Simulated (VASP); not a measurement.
## CuI: single point with PBE

The system is CuI.

```
Cu I
1.0
     0.00000    3.03900    3.03900
     3.03900    0.00000    3.03900
     3.03900    3.03900    0.00000
Cu I
1 1
Direct
  0.75000 0.75000 0.75000
  0.00000 0.00000 0.00000
```

- Program: VASP 6.6.1
- Task: single point
- Functional: PBE
- Potentials or basis: VASP PAW PBE potentials, release 64 (Cu, I)
- Cutoff: 520 eV
- k mesh: 8 × 8 × 8
- Occupations: gaussian, width 0.02 eV
- Spin: no spin polarisation
- Dipole correction: no
- Further INCAR settings: ALGO = Normal; EDIFF = 1e-06; NBANDS = 16

| Item | Value |
| --- | --- |
| Pressure | 0.4 GPa |
| Band gap on the k mesh | 1.13 eV, direct |

Levels at points of the mesh, in eV from the valence-band top:
```tsv
k point	band 6	band 7	band 8	band 9	band 10	band 11	band 12	band 13
(0.00, 0.00, 0.00)	-1.82	0.00	0.00	0.00	1.13	4.88	4.88	4.88
(0.50, 0.00, 0.00)	-1.79	-1.75	-0.70	-0.70	2.15	5.41	5.41	7.39
(0.50, 0.50, 0.00)	-1.77	-1.74	-1.47	-1.47	2.73	2.91	9.14	9.72
```

Wall time 16 s on 1 thread of Intel(R) Xeon(R) 6975P-C (Granite Rapids), with other jobs on the host, peak memory 0.18 GiB.

Caveat: spin-orbit coupling is left out, which moves the levels of the heavy elements.
